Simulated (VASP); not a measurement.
# Y2ScAu (P-3m1) in VASP: notebook, part 2 of 2

VASP 6.6.1.

## Step 4: Single point, PBE

This run uses another cell than the first one, of 28.19 Å³/atom.

Contents of INCAR:

```
ALGO = Fast ; EDIFF = 1E-6
ENCUT = 520 ; GGA = PE
ISIF = 2 ; ISMEAR = 0
LASPH = T ; LCHARG = T
LELF = T ; LREAL = F
LVHAR = T ; LWAVE = F
NBANDS = 30 ; NELM = 100
PREC = Accurate ; SIGMA = 0.1
```

Contents of KPOINTS:

```
k-points
0
Gamma
  12 12 6
```

Contents of POSCAR:

```
Y2ScAu
1.0
    3.6878752332      0.0000000000      0.0000000000
   -1.8439376166      3.1937936379      0.0000000000
    0.0000000000      0.0000000000      9.5724974399
Y Sc Au
2 1 1
Direct
    0.3333333333      0.6666666667      0.2165459217
    0.6666666667      0.3333333333      0.7834540783
    0.0000000000      0.0000000000      0.5000000000
    0.0000000000      0.0000000000      0.0000000000
```

Potentials or basis: VASP PAW PBE potentials, release 64 (Y_sv, Sc_sv, Au).

Started as:

```sh
cat potpaw_PBE.64/Y_sv/POTCAR potpaw_PBE.64/Sc_sv/POTCAR potpaw_PBE.64/Au/POTCAR > POTCAR
mpirun -np 1 vasp_std > vasp.out
```

OUTCAR:

```text
EDIFF = 1E-6
   ENCUT = 520
   GGA = PE
   ISIF = 2
   ISMEAR = 0
   LASPH = T
   LREAL = F
   NELM = 100
   PREC = Accurate

 ion  position               nearest neighbor table
   1  0.333  0.667  0.217-   4 2.97   4 2.97   4 2.97   3 3.45   3 3.45   3 3.45
   2  0.667  0.333  0.783-   4 2.97   4 2.97   4 2.97   3 3.45   3 3.45   3 3.45
   3  0.000  0.000  0.500-   1 3.45   2 3.45   1 3.45   2 3.45   2 3.45   1 3.45
   4  0.000  0.000  0.000-   1 2.97   2 2.97   1 2.97   2 2.97   2 2.97   1 2.97

[... 986 lines left out ...]
     30       6.1126      0.00000

 [... further k-points ...]
[... 5 lines left out ...]
  --------------------------------------------------------------------------------------
  -------------------------------------------------------------------------------------
  Total       -0.0078640     -0.0078640     -0.0332895      0.0000000      0.0000000      0.0000000
  in kB       -0.1117500     -0.1117500     -0.4730528      0.0000000      0.0000000      0.0000000
  external PRESSURE =      -0.2321842 kB  Pullay stress =       0.0000000 kB

 VOLUME and BASIS-vectors are now :
 -----------------------------------------------------------------------------
  energy-cutoff  :      520.00
  volume of cell :      112.75
      direct lattice vectors                 reciprocal lattice vectors
     3.687875233  0.000000000  0.000000000     0.271158848  0.156553634  0.000000000
    -1.843937617  3.193793638  0.000000000     0.000000000  0.313107268  0.000000000
     0.000000000  0.000000000  9.572497440     0.000000000  0.000000000  0.104465946

 POSITION                                       TOTAL-FORCE (eV/Angst)
 -----------------------------------------------------------------------------------
     -0.00000      2.12920      2.07289         0.000000      0.000000     -0.011767
      1.84394      1.06460      7.49961        -0.000000     -0.000000      0.011767
      0.00000      0.00000      4.78625         0.000000      0.000000      0.000000
      0.00000      0.00000      0.00000         0.000000      0.000000      0.000000
 -----------------------------------------------------------------------------------
    total drift:                                0.000000     -0.000000      0.000000

  FREE ENERGIE OF THE ION-ELECTRON SYSTEM (eV)
  ---------------------------------------------------
  free  energy   TOTEN  =       -23.2967484569 eV

  energy  without entropy=      -23.2675237147  energy(sigma->0) =      -23.28213609
```

stdout:

```text
POSCAR found type information on POSCAR Y ScAu
 POSCAR found :  3 types and       4 ions
 scaLAPACK will be used
 LDA part: xc-table for (Slater+PW92), standard interpolation
 POSCAR, INCAR and KPOINTS ok, starting setup
 FFT: planning ... GRIDC
 FFT: planning ... GRID_SOFT
 FFT: planning ... GRID
 WAVECAR not read
 entering main loop
WARNING in EDDRMM: call to ZHEGV failed, returncode =   6  3     20
WARNING in EDDRMM: call to ZHEGV failed, returncode =   6  3     24
```

Wall time 15 min (1 thread of Intel Xeon Platinum 8488C (Sapphire Rapids), shared host); peak memory 0.52 GiB.

What came out:

```
Free energy            : -23.2967 eV
Pressure               : 0.0 GPa
Largest force          : 0.012 eV/Å
Band gap on the k mesh : zero (bands 22 and 23 overlap by 1.51 eV)
```

Forces in eV/Å, atoms in the order of the input:
```
Y    0.000  0.000 -0.012
Y    0.000  0.000  0.012
Sc   0.000  0.000  0.000
Au   0.000  0.000  0.000
```

Levels at points of the mesh, in eV from the Fermi level:
| k point | band 20 | band 21 | band 22 | band 23 | band 24 | band 25 |
| --- | --- | --- | --- | --- | --- | --- |
| (0.00, 0.00, 0.00) | -3.35 | -0.46 | 0.85 | 1.28 | 1.28 | 1.53 |
| (0.50, 0.00, 0.00) | -1.34 | -0.76 | -0.44 | -0.15 | -0.14 | 1.35 |
| (0.00, 0.00, 0.50) | -2.06 | -1.01 | 1.17 | 1.17 | 1.27 | 1.32 |
| (0.50, 0.00, 0.50) | -1.30 | -0.54 | -0.43 | -0.27 | 0.12 | 1.11 |

Caveat: spin-orbit coupling is left out, which moves the levels of the heavy elements.

## Step 5: The runs side by side

| cell | k mesh | gap on the mesh (eV) | pressure (GPa) | largest force (eV/Å) |
| --- | --- | --- | --- | --- |
| a = 3.687, b = 3.687, c = 6.695 Å, angles 90.0, 90.0, 120.0°, 4 atoms, atomic positions A | 6 × 6 × 4 | none | 36.4 | 0.69 |
| a = 3.679, b = 3.679, c = 9.559 Å, angles 90.0, 90.0, 120.0°, 4 atoms, atomic positions B | 6 × 6 × 4 | none | 0.2 | - |
| a = 3.688, b = 3.688, c = 9.572 Å, angles 90.0, 90.0, 120.0°, 4 atoms, atomic positions B | 12 × 12 × 6 | none | 0.0 | 0.01 |

Alike in all rows: task single point; level PBE; potentials or basis VASP PAW PBE potentials, release 64 (Y_sv, Sc_sv, Au); no spin polarisation; cutoff (eV) 520; smearing gaussian 0.1 eV.

Caveats: spin-orbit coupling is left out, which moves the levels of the heavy elements; the cell stands under pressure (at least some runs).

Total energies depend on the potentials used, so only differences within one code and one set of settings carry meaning.
